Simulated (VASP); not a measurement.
A run of VASP 6.6.1 is set up as follows.

The input INCAR:

```
PREC = Accurate
ENCUT = 520
EDIFF = 1E-6
ISMEAR = 0
SIGMA = 0.1
LREAL = F
LASPH = T
NELM = 60
ALGO = Normal
ISIF = 2
LWAVE = F
LCHARG = T
GGA = PE
LELF = T
LVHAR = T
NBANDS = 16
```

KPOINTS

```
regular mesh
0
Gamma
  18 18 4
```

POSCAR

```
NaBe4
1.0
    2.4204660625      0.0000000000      0.0000000000
   -1.2102330313      2.0961850991      0.0000000000
    0.0000000000      0.0000000000     10.3947084474
Na Be
1 4
Direct
    0.0000000000      0.0000000000      0.0000000000
    0.3333333333      0.6666666667      0.7540075944
    0.3333333333      0.6666666667      0.4155081070
    0.6666666667      0.3333333333      0.2459924056
    0.6666666667      0.3333333333      0.5844918930
```

Potentials or basis: VASP PAW PBE potentials, release 64 (Na_pv, Be).

Run with:

```sh
$ cat potpaw_PBE.64/Na_pv/POTCAR potpaw_PBE.64/Be/POTCAR > POTCAR
$ mpirun -np 1 vasp_std > vasp.out
```

Question: Estimate the pressure.

Answer: 0.1 GPa.

Question: Estimate the largest force.

Answer: 0.003 eV/Å.

Question: What does it give for the band gap on the k mesh?

Answer: Zero (an odd number of electrons rules out a gap without spin polarisation).

Forces in eV/Å, atoms in the order of the input:
```
Na   0.000  0.000  0.000
Be   0.000  0.000  0.003
Be   0.000  0.000  0.001
Be   0.000  0.000 -0.003
Be   0.000  0.000 -0.001
```
